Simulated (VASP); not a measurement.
Input of a VASP 6.6.1 run:

The input INCAR:

```
SYSTEM = Sn3O
ALGO     = Normal         ! electronic algorithm
EDIFF    = 1E-6           ! SCF threshold, eV
ENCUT    = 520            ! plane-wave cutoff, eV
GGA      = PE             ! functional
ISIF     = 2              ! what is computed and relaxed
ISMEAR   = -1             ! smearing method
LASPH    = .TRUE.         ! aspherical terms in the spheres
LCHARG   = .FALSE.        ! write CHGCAR
LREAL    = .FALSE.        ! projectors in reciprocal space
LWAVE    = .FALSE.        ! write WAVECAR
NBANDS   = 58             ! bands
NELM     = 80             ! most SCF steps
PREC     = Accurate       ! precision mode
SIGMA    = 0.15           ! smearing width, eV
```

File KPOINTS:

```
k-points
0
G
  6 6 6
  0 0 0
```

POSCAR

```
Sn3O
1.0
    5.9106795295      0.0000000000      0.0000000000
   -2.9553397648      5.1187986262      0.0000000000
    0.0000000000      0.0000000000      6.0517655056
Sn O
6 2
Direct
    0.3320199642      0.0000000000      0.0000000000
    0.3320199642      0.3320199642      0.5000000000
    0.0000000000      0.3320199642      0.0000000000
    0.6679800358      0.0000000000      0.5000000000
    0.6679800358      0.6679800358      0.0000000000
    0.0000000000      0.6679800358      0.5000000000
    0.3333333333      0.6666666667      0.2500000000
    0.6666666667      0.3333333333      0.7500000000
```

Potentials or basis: VASP PAW PBE potentials, release 64 (Sn_d, O).

Run with:

```console
$ cat potpaw_PBE.64/Sn_d/POTCAR potpaw_PBE.64/O/POTCAR > POTCAR
$ mpirun -np 1 vasp_std > vasp.out
```

Q: Estimate the band gap on the k mesh.

A: Zero (bands 48 and 49 overlap by 1.14 eV).

Q: What does it give for the pressure?

A: 0.0 GPa.

Q: Predict the largest force.

A: 0.006 eV/Å.

Forces on the atoms (eV/Å):
```
Sn  -0.006  0.000  0.000
Sn  -0.003 -0.005  0.000
Sn   0.003 -0.005  0.000
Sn   0.006  0.000  0.000
Sn   0.003  0.005  0.000
Sn  -0.003  0.005  0.000
O    0.000  0.000  0.000
O    0.000  0.000  0.000
```

Caveat: spin-orbit coupling is left out, which moves the levels of the heavy elements.
